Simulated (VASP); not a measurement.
Input of a VASP 6.6.1 run:

Contents of INCAR:

```
SYSTEM = MnV
ALGO = Normal ; EDIFF = 1E-7
ENCUT = 520 ; ISIF = 2
ISMEAR = -1 ; ISPIN = 2
LASPH = .TRUE. ; LCHARG = .FALSE.
LMAXMIX = 4 ; LORBIT = 11
LREAL = .FALSE. ; LWAVE = .FALSE.
MAGMOM = 0.9 0.9 ; NBANDS = 24
NELM = 150 ; NUPDOWN = 1.8
PREC = Accurate ; SIGMA = 0.05
```

KPOINTS

```
k-points
0
G
  11 11 11
  0 0 0
```

POSCAR

```
MnV
1.0
    2.9000000000      0.0000000000      0.0000000000
    0.0000000000      2.9000000000      0.0000000000
    0.0000000000      0.0000000000      2.9000000000
Mn V
1 1
Direct
    0.0000000000      0.0000000000      0.0000000000
    0.5000000000      0.5000000000      0.5000000000
```

Potentials or basis: VASP PAW LDA potentials, release 64 (Mn_pv, V_sv).

Run with:

```console
$ cat potpaw_LDA.64/Mn_pv/POTCAR potpaw_LDA.64/V_sv/POTCAR > POTCAR
$ mpirun -np 1 vasp_std > vasp.out
```

**Question.** Predict the pressure.

**Answer.** -10.7 GPa.

Caveat: the cell stands under tension; the total moment is fixed, so each spin has its own Fermi level.
